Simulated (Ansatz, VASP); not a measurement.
One calculation of HRh6, two programs

```
Rh H
1.0
     5.41634    0.00000    0.00000
     0.00000    5.41634    0.00000
     0.00000    0.00000   21.67374
Rh H
12 2
Direct
  0.25000 0.25000 0.18456
  0.25000 0.75000 0.18456
  0.75000 0.25000 0.18456
  0.75000 0.75000 0.18456
  0.00000 0.00000 0.26938
  0.00000 0.50000 0.26938
  0.50000 0.00000 0.26938
  0.50000 0.50000 0.26938
  0.25000 0.25000 0.35406
  0.25000 0.75000 0.35406
  0.75000 0.25000 0.35406
  0.75000 0.75000 0.35406
  0.44000 0.50000 0.43388
  0.56000 0.50000 0.43388
```

Alike in both runs: task single point; functional PBE; k mesh 5 × 5 × 1; occupations gaussian, width 0.1 eV; no spin polarisation.

```csv
,VASP,Ansatz
version,VASP 6.6.1,Ansatz 0.2.0
potentials or method,"VASP PAW PBE potentials, release 64 (Rh_pv, H), cutoff 520 eV","scalar-relativistic, plane waves, PAW"
valence electrons in the cell,182,206
```

Ansatz gave:

```
gap on the k mesh at the Fermi level (eV) : none
rms of the force components (eV/Å)        : 1.316
```

Task: What did VASP give for the same quantities?

Result: gap on the k mesh at the Fermi level (eV): none; rms of the force components (eV/Å): 1.323.

Atom by atom the forces differ by 0.008 eV/Å (rms over components). A gap of «none» marks a metal or a gap that the smearing closes. With one functional, cell and mesh, what is left measures potentials, basis and numerics. VASP's potentials hold 182 valence electrons a cell and Ansatz's 206, so a difference there can come from the potentials and not from the codes. Ansatz's warnings: xc potential rough in thin density.
